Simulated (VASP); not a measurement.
# GaCo in VASP: notebook, part 2 of 3

VASP 6.6.1.

**3. Single point, LDA, collinear spin, ferromagnetic start**

The input, INCAR:

```
SYSTEM = GaCo
PREC = Accurate
ENCUT = 600
EDIFF = 1E-6
ISMEAR = -1
SIGMA = 0.025
LREAL = .False.
LASPH = .True.
NELM = 200
ALGO = Normal
ISIF = 2
LWAVE = .False.
LCHARG = .False.
ISPIN = 2
MAGMOM = 0 2
LORBIT = 11
LMAXMIX = 4
GGA = CA
NBANDS = 22
GGA_COMPAT = .False.
```

The input, KPOINTS:

```
Automatic mesh
0
Gamma
  5 5 5
  0 0 0
```

The input, POSCAR:

```
GaCo
1.0
    2.8780000000      0.0000000000      0.0000000000
    0.0000000000      2.8780000000      0.0000000000
    0.0000000000      0.0000000000      2.8780000000
Ga Co
1 1
Direct
    0.5074210000      0.4969440000      0.5225020000
    0.0098300000     -0.0159120000     -0.0054720000
```

Potentials or basis: VASP PAW LDA potentials, release 64 (Ga_d, Co).

Command:

```bash
$ cat potpaw_LDA.64/Ga_d/POTCAR potpaw_LDA.64/Co/POTCAR > POTCAR
$ mpirun -np 1 vasp_std > vasp.out
```

OUTCAR:

```text
SYSTEM = GaCo
   PREC = Accurate
   ENCUT = 600
   EDIFF = 1E-6
   ISMEAR = -1
   LREAL = .False.
   LASPH = .True.
   NELM = 200
   ISIF = 2
   ISPIN = 2
   LORBIT = 11
   GGA = CA

 ion  position               nearest neighbor table
   1  0.507  0.497  0.523-   2 2.42   2 2.43   2 2.46   2 2.47   2 2.52   2 2.52   2 2.56   2 2.56

   2  0.010  0.984  0.995-   1 2.42   1 2.43   1 2.46   1 2.47   1 2.52   1 2.52   1 2.56   1 2.56

  LATTYP: Found a simple cubic cell.
 ALAT       =     2.8780000000

  Lattice vectors:

 A1 = (   2.8780000000,   0.0000000000,   0.0000000000)
 A2 = (   0.0000000000,   2.8780000000,   0.0000000000)
 A3 = (   0.0000000000,   0.0000000000,   2.8780000000)

Analysis of symmetry for initial positions (statically):
=====================================================================
 Subroutine PRICEL returns:
 Original cell was already a primitive cell.

 Routine SETGRP: Setting up the symmetry group for a
 simple cubic supercell.

 Subroutine GETGRP returns: Found  1 space group operations
 (whereof  1 operations were pure point group operations)
 out of a pool of 48 trial point group operations.

The static configuration has the point symmetry C_1 .

Analysis of symmetry for dynamics (positions and initial velocities):
=====================================================================
 Subroutine PRICEL returns:
 Original cell was already a primitive cell.

 Routine SETGRP: Setting up the symmetry group for a
 simple cubic supercell.

 Subroutine GETGRP returns: Found  1 space group operations
 (whereof  1 operations were pure point group operations)
 out of a pool of 48 trial point group operations.

The dynamic configuration has the point symmetry C_1 .

Analysis of structural, dynamic, and magnetic symmetry:
=====================================================================
 Subroutine PRICEL returns:
 Original cell was already a primitive cell.

 Routine SETGRP: Setting up the symmetry group for a
 simple cubic supercell.
[... 148 lines left out ...]
  ext. energy  EPLUGINS =         0.00000000
  ---------------------------------------------------
  free energy    TOTEN  =       -12.46255009 eV

  energy without entropy =      -12.45984304  energy(sigma->0) =      -12.46119656

 E-fermi :   9.5323     XC(G=0): -13.5364

 val. band max:        9.4833033603   @ k =   0.0000  -0.4000   0.4000
 cond. band min:       9.5378726901   @ k =   0.0000   0.4000   0.4000
 fundamental gap:      0.0545693298
 Fermi energy:         9.5323102250

 spin component 1

 k-point     1 :       0.0000    0.0000    0.0000
  band No.  band energies     occupation
      1      -5.7340      1.00000
      2      -5.7339      1.00000
      3      -5.3934      1.00000
      4      -5.3908      1.00000
      5      -5.3896      1.00000
      6      -2.5464      1.00000
[... 589 lines left out ...]
     21      31.6731      0.00000
     22      33.7386      0.00000

 [... further k-points ...]

 spin component 2

 k-point     1 :       0.0000    0.0000    0.0000
  band No.  band energies     occupation
      1      -5.7336      1.00000
      2      -5.7335      1.00000
      3      -5.3929      1.00000
      4      -5.3903      1.00000
      5      -5.3891      1.00000
      6      -2.5476      1.00000
[... 589 lines left out ...]
     21      31.6663      0.00000
     22      33.7365      0.00000

 [... further k-points ...]

------------------------ aborting loop because EDIFF is reached ----------------------------------------

  FORCE on cell =-STRESS in cart. coord.  units (eV):
  Direction    XX          YY          ZZ          XY          YZ          ZX
  --------------------------------------------------------------------------------------
  -------------------------------------------------------------------------------------
  Total       -1.8560114     -1.8661082     -1.9025170     -0.0067236      0.0757188     -0.0142452
  in kB     -124.7437648   -125.4223760   -127.8694397     -0.4518973      5.0891130     -0.9574302
  external PRESSURE =    -126.0118602 kB  Pullay stress =       0.0000000 kB

 VOLUME and BASIS-vectors are now :
 -----------------------------------------------------------------------------
  energy-cutoff  :      600.00
  volume of cell :       23.84
      direct lattice vectors                 reciprocal lattice vectors
     2.878000000  0.000000000  0.000000000     0.347463516  0.000000000  0.000000000
     0.000000000  2.878000000  0.000000000     0.000000000  0.347463516  0.000000000
     0.000000000  0.000000000  2.878000000     0.000000000  0.000000000  0.347463516

 POSITION                                       TOTAL-FORCE (eV/Angst)
 -----------------------------------------------------------------------------------
      1.46036      1.43020      1.50376         0.037980     -0.201674     -0.427870
      0.02829      2.83221      2.86225        -0.037980      0.201674      0.427870
 -----------------------------------------------------------------------------------
    total drift:                               -0.000271      0.000139     -0.000037

  FREE ENERGIE OF THE ION-ELECTRON SYSTEM (eV)
  ---------------------------------------------------
  free  energy   TOTEN  =       -12.4625500920 eV

  energy  without entropy=      -12.4598430367  energy(sigma->0) =      -12.46119656

 total charge

# of ion       s       p       d       tot
------------------------------------------
    1        0.860   0.893  10.051  11.804
    2        0.387   0.449   7.536   8.372
--------------------------------------------------
tot          1.247   1.342  17.587  20.176

 magnetization (x)

# of ion       s       p       d       tot
------------------------------------------
    1        0.001  -0.000   0.001   0.001
    2        0.000  -0.000  -0.045  -0.044
--------------------------------------------------
tot          0.001  -0.000  -0.044  -0.043
```

Wall time 20 s (1 thread of Intel Xeon 6975P-C (Granite Rapids), shared host); peak memory 0.17 GiB.

What came out:

| Item | Value |
| --- | --- |
| Free energy | -12.4626 eV |
| Pressure | -12.6 GPa |
| Largest force | 0.475 eV/Å |
| Net moment | -0.04 μB per cell |
| Site moments | Ga +0.00; Co -0.04 μB |
| Valence electrons inside the program's atomic spheres | Ga 11.80; Co 8.37 |

Forces on the atoms (eV/Å):
```
Ga   0.038 -0.202 -0.428
Co  -0.038  0.202  0.428
```

Stress tensor (GPa, compression positive):
```
-12.47  -0.05  -0.10
 -0.05 -12.54   0.51
 -0.10   0.51 -12.79
```

Caveat: the k points lie up to 0.44 Å⁻¹ apart; the starting moments collapsed, and a magnetic state may lie lower.

**4. Single point, LDA, collinear spin, ferromagnetic start**

The input, INCAR:

```
PREC = Accurate
ENCUT = 600
EDIFF = 1E-6
ISMEAR = -1
SIGMA = 0.01
LREAL = F
LASPH = T
NELM = 200
ALGO = Normal
ISIF = 2
LWAVE = F
LCHARG = F
ISPIN = 2
MAGMOM = 0 2
LORBIT = 11
LMAXMIX = 4
NBANDS = 22
GGA_COMPAT = F
```

The input, KPOINTS:

```
Automatic mesh
0
Gamma
  5 5 5
```

POSCAR is that of step 3.

Potentials or basis: VASP PAW LDA potentials, release 64 (Ga_d, Co).

Command:

```bash
$ cat potpaw_LDA.64/Ga_d/POTCAR potpaw_LDA.64/Co/POTCAR > POTCAR
$ mpirun -np 1 vasp_std > vasp.out
```

OUTCAR:

```text
PREC = Accurate
   ENCUT = 600
   EDIFF = 1E-6
   ISMEAR = -1
   LREAL = F
   LASPH = T
   NELM = 200
   ISIF = 2
   ISPIN = 2
   LORBIT = 11

 ion  position               nearest neighbor table
   1  0.507  0.497  0.523-   2 2.42   2 2.43   2 2.46   2 2.47   2 2.52   2 2.52   2 2.56   2 2.56

   2  0.010  0.984  0.995-   1 2.42   1 2.43   1 2.46   1 2.47   1 2.52   1 2.52   1 2.56   1 2.56

  LATTYP: Found a simple cubic cell.
 ALAT       =     2.8780000000

  Lattice vectors:

 A1 = (   2.8780000000,   0.0000000000,   0.0000000000)
 A2 = (   0.0000000000,   2.8780000000,   0.0000000000)
 A3 = (   0.0000000000,   0.0000000000,   2.8780000000)

Analysis of symmetry for initial positions (statically):
=====================================================================
 Subroutine PRICEL returns:
 Original cell was already a primitive cell.

 Routine SETGRP: Setting up the symmetry group for a
 simple cubic supercell.

 Subroutine GETGRP returns: Found  1 space group operations
 (whereof  1 operations were pure point group operations)
 out of a pool of 48 trial point group operations.

The static configuration has the point symmetry C_1 .

Analysis of symmetry for dynamics (positions and initial velocities):
=====================================================================
 Subroutine PRICEL returns:
 Original cell was already a primitive cell.

 Routine SETGRP: Setting up the symmetry group for a
 simple cubic supercell.

 Subroutine GETGRP returns: Found  1 space group operations
 (whereof  1 operations were pure point group operations)
 out of a pool of 48 trial point group operations.

The dynamic configuration has the point symmetry C_1 .

Analysis of structural, dynamic, and magnetic symmetry:
=====================================================================
 Subroutine PRICEL returns:
 Original cell was already a primitive cell.

 Routine SETGRP: Setting up the symmetry group for a
 simple cubic supercell.

 Subroutine GETGRP returns: Found  1 space group operations
 (whereof  1 operations were pure point group operations)
 out of a pool of 48 trial point group operations.

The overall configuration has the point symmetry C_1 .

 Subroutine INISYM returns: Found  1 space group operations
 (whereof  1 operations are pure point group operations),
 and found     1 'primitive' translations

----------------------------------------------------------------------------------------

                                     Primitive cell

  volume of cell :      23.8381

  direct lattice vectors                    reciprocal lattice vectors
     2.878000000  0.000000000  0.000000000     0.347463516  0.000000000  0.000000000
     0.000000000  2.878000000  0.000000000     0.000000000  0.347463516  0.000000000
     0.000000000  0.000000000  2.878000000     0.000000000  0.000000000  0.347463516

  length of vectors
     2.878000000  2.878000000  2.878000000     0.347463516  0.347463516  0.347463516

  position of ions in fractional coordinates (direct lattice)
     0.507421000  0.496944000  0.522502000
     0.009830000  0.984088000  0.994528000

[... 66 lines left out ...]
 SYSTEM =  unknown system
   PREC   = accura    normal or accurate (medium, high low for compatibility)
   ISTART =      0    job   : 0-new  1-cont  2-samecut
   ICHARG =      2    charge: 1-file 2-atom 10-const
   ISPIN  =      2    spin polarized calculation?
   LNONCOLLINEAR =      F non collinear calculations
   LSORBIT =      F    spin-orbit coupling
   LASPH  =      T    aspherical Exc in radial PAW
   ENCUT  =  600.0 eV  44.10 Ry    6.64 a.u.   5.75  5.75  5.75*2*pi/ulx,y,z
   NELM   =    200;   NELMIN=  2; NELMDL= -5     # of ELM steps
   EDIFF  = 0.1E-05   stopping-criterion for ELM
   LREAL  =      F    real-space projection
   EDIFFG = 0.1E-04   stopping-criterion for IOM
   NSW    =      0    number of steps for IOM
   IBRION =     -1    ionic relax: 0-MD 1-quasi-New 2-CG
   NFREE  =      0    steps in history (QN), initial steepest desc. (CG)
   ISIF   =      2    stress and relaxation
   ISYM   =      2    0-nonsym 1-usesym 2-fastsym
   POTIM  = 0.5000    time-step for ionic-motion
   TEBEG  =    0.0;   TEEND  =   0.0 temperature during run
   PSTRESS=    0.0 pullay stress
   NELECT =      22.0000    total number of electrons
   NUPDOWN=      -1.0000    fix difference up-down
   EMIN   =  10.00;   EMAX   =-10.00  energy-range for DOS
   EFERMI =   0.00;   METHOD = LEGACY
   ISMEAR =    -1;   SIGMA  =   0.01  broadening in eV -4-tet -1-fermi 0-gaus
   EFERMI_NEDOS =   21; number of points for ismear=-14 and -15
   IALGO  =     38    algorithm
   IMIX   =      4    mixing-type and parameters
     AMIX     =   0.40;   BMIX     =  1.00
     AMIX_MAG =   1.60;   BMIX_MAG =  1.00
  volume/ion in A,a.u.               =      11.92        80.43
  Fermi-wavevector in a.u.,A,eV,Ry     =   1.593890  3.012015 34.565389  2.540484
  Thomas-Fermi vector in A             =   2.692049
   LORBIT       =     11    0 simple, 1 ext, 2 COOP (PROOUT), +10 PAW based schemes
   GGA     = CA    functional components
   LHFCALC =     F    Hartree Fock is set to
   AEXX    =    0.0000 exact exchange contribution
   IVDW    =     0    specifies the selected vdW correction
   LEPSILON=     F    determine dielectric tensor
   LRPA    =     F    only Hartree local field effects (RPA)
 spin polarized calculation
  energy-cutoff  :      600.00
  volume of cell :       23.84
 maximum number of plane-waves:       808
   NGX = 11   NGY = 11   NGZ = 11

 number of electron      22.0000003 magnetization       0.2693129

 number of electron      22.0000003 magnetization      -0.0630664

 Free energy of the ion-electron system (eV)
  ---------------------------------------------------
  ext. energy  EPLUGINS =         0.00000000
  ---------------------------------------------------
  free energy    TOTEN  =       -12.46137322 eV

  energy without entropy =      -12.46075442  energy(sigma->0) =      -12.46106382

 E-fermi :   9.5438     XC(G=0): -13.5363

 val. band max:        9.4701315568   @ k =   0.0000  -0.4000   0.4000
 cond. band min:       9.5506661858   @ k =  -0.4000   0.4000   0.0000
 fundamental gap:      0.0805346290
 Fermi energy:         9.5437949111

 spin component 1

 k-point     1 :       0.0000    0.0000    0.0000
  band No.  band energies     occupation
      1      -5.7336      1.00000
      2      -5.7335      1.00000
      3      -5.3931      1.00000
      4      -5.3905      1.00000
      5      -5.3892      1.00000
      6      -2.5461      1.00000
[... 589 lines left out ...]
     21      31.6746      0.00000
     22      33.7392      0.00000

 [... further k-points ...]

 spin component 2

 k-point     1 :       0.0000    0.0000    0.0000
  band No.  band energies     occupation
      1      -5.7333      1.00000
      2      -5.7332      1.00000
      3      -5.3925      1.00000
      4      -5.3899      1.00000
      5      -5.3887      1.00000
      6      -2.5481      1.00000
[... 589 lines left out ...]
     21      31.6645      0.00000
     22      33.7358      0.00000

 [... further k-points ...]

------------------------ aborting loop because EDIFF is reached ----------------------------------------

  FORCE on cell =-STRESS in cart. coord.  units (eV):
  Direction    XX          YY          ZZ          XY          YZ          ZX
  --------------------------------------------------------------------------------------
  -------------------------------------------------------------------------------------
  Total       -1.8320753     -1.8419527     -1.8775896     -0.0067211      0.0757810     -0.0142591
  in kB     -123.1350079   -123.7988720   -126.1940529     -0.4517319      5.0932901     -0.9583647
  external PRESSURE =    -124.3759776 kB  Pullay stress =       0.0000000 kB

 VOLUME and BASIS-vectors are now :
 -----------------------------------------------------------------------------
  energy-cutoff  :      600.00
  volume of cell :       23.84
      direct lattice vectors                 reciprocal lattice vectors
     2.878000000  0.000000000  0.000000000     0.347463516  0.000000000  0.000000000
     0.000000000  2.878000000  0.000000000     0.000000000  0.347463516  0.000000000
     0.000000000  0.000000000  2.878000000     0.000000000  0.000000000  0.347463516

 POSITION                                       TOTAL-FORCE (eV/Angst)
 -----------------------------------------------------------------------------------
      1.46036      1.43020      1.50376         0.037985     -0.201710     -0.427999
      0.02829      2.83221      2.86225        -0.037985      0.201710      0.427999
 -----------------------------------------------------------------------------------
    total drift:                               -0.000273      0.000154     -0.000011

  FREE ENERGIE OF THE ION-ELECTRON SYSTEM (eV)
  ---------------------------------------------------
  free  energy   TOTEN  =       -12.4613732179 eV

  energy  without entropy=      -12.4607544241  energy(sigma->0) =      -12.46106382

 total charge

# of ion       s       p       d       tot
------------------------------------------
    1        0.860   0.893  10.051  11.804
    2        0.387   0.449   7.536   8.372
--------------------------------------------------
tot          1.247   1.342  17.587  20.176

 magnetization (x)

# of ion       s       p       d       tot
------------------------------------------
    1        0.001  -0.000   0.001   0.001
    2        0.001  -0.000  -0.067  -0.066
--------------------------------------------------
tot          0.001  -0.001  -0.066  -0.065
```

OSZICAR:

```text
N       E                     dE             d eps       ncg     rms          rms(c)
DAV:   1     0.125193307459E+03    0.12519E+03   -0.10588E+04  6146   0.198E+03
DAV:   2    -0.214458464326E+01   -0.12734E+03   -0.11947E+03  5652   0.341E+02
DAV:   3    -0.129543012693E+02   -0.10810E+02   -0.10598E+02  6210   0.842E+01
DAV:   4    -0.131459248883E+02   -0.19162E+00   -0.19140E+00  6422   0.113E+01
DAV:   5    -0.131530575051E+02   -0.71326E-02   -0.71318E-02  7630   0.200E+00    0.109E+01
DAV:   6    -0.144152611879E+02   -0.12622E+01   -0.16142E+01  6534   0.445E+01    0.120E+01
DAV:   7    -0.124848236236E+02    0.19304E+01   -0.69059E+00  6426   0.329E+01    0.234E+00
DAV:   8    -0.124681954481E+02    0.16628E-01   -0.15887E-01  8032   0.348E+00    0.719E-01
DAV:   9    -0.124624238573E+02    0.57716E-02   -0.89693E-03  7860   0.866E-01    0.421E-01
DAV:  10    -0.124614483882E+02    0.97547E-03   -0.71056E-04  8516   0.255E-01    0.132E-01
DAV:  11    -0.124613769476E+02    0.71441E-04   -0.14875E-04  7504   0.121E-01    0.442E-02
DAV:  12    -0.124613741067E+02    0.28409E-05   -0.12173E-05  7660   0.324E-02    0.256E-02
DAV:  13    -0.124613732179E+02    0.88880E-06   -0.35523E-06  5904   0.184E-02
   1 F= -.12461373E+02 E0= -.12461064E+02  d E =-.618794E-03  mag=    -0.0641
```

stdout:

```text
POSCAR found type information on POSCAR GaCo
 POSCAR found :  2 types and       2 ions
 scaLAPACK will be used
 LDA part: xc-table for (Slater(with rela. corr.)+CA(PZ))
 , standard interpolation
 POSCAR, INCAR and KPOINTS ok, starting setup
 FFT: planning ... GRIDC
 FFT: planning ... GRID_SOFT
 FFT: planning ... GRID
 WAVECAR not read
 entering main loop
```

Wall time 19 s (1 thread of Intel Xeon 6975P-C (Granite Rapids), shared host); peak memory 0.17 GiB.

What came out:

```yaml
Free_energy: -12.4614 eV
Pressure: -12.4 GPa
Largest_force: 0.475 eV/Å
Net_moment: -0.06 μB per cell
Site_moments: Ga +0.00; Co -0.07 μB
Valence_electrons_inside_the_program's_atomic_spheres: Ga 11.80; Co 8.37
```

Forces in eV/Å, atoms in the order of the input:
```
Ga   0.038 -0.202 -0.428
Co  -0.038  0.202  0.428
```

Levels at points of the mesh, in eV from the Fermi level:
Spin up:
| k point | band 9 | band 10 | band 11 | band 12 | band 13 | band 14 |
| --- | --- | --- | --- | --- | --- | --- |
| (0.00, 0.00, 0.00) | -0.72 | -0.72 | -0.72 | 5.14 | 5.14 | 5.18 |
Spin down:
| k point | band 7 | band 8 | band 9 | band 10 | band 11 | band 12 | band 13 | band 14 | band 15 | band 16 |
| --- | --- | --- | --- | --- | --- | --- | --- | --- | --- | --- |
| (0.00, 0.00, 0.00) | -2.63 | -2.62 | -0.77 | -0.76 | -0.76 | 5.13 | 5.14 | 5.18 | 11.12 | 11.15 |

Caveat: the k points lie up to 0.44 Å⁻¹ apart.

(Part 2 of 3 ends here.)
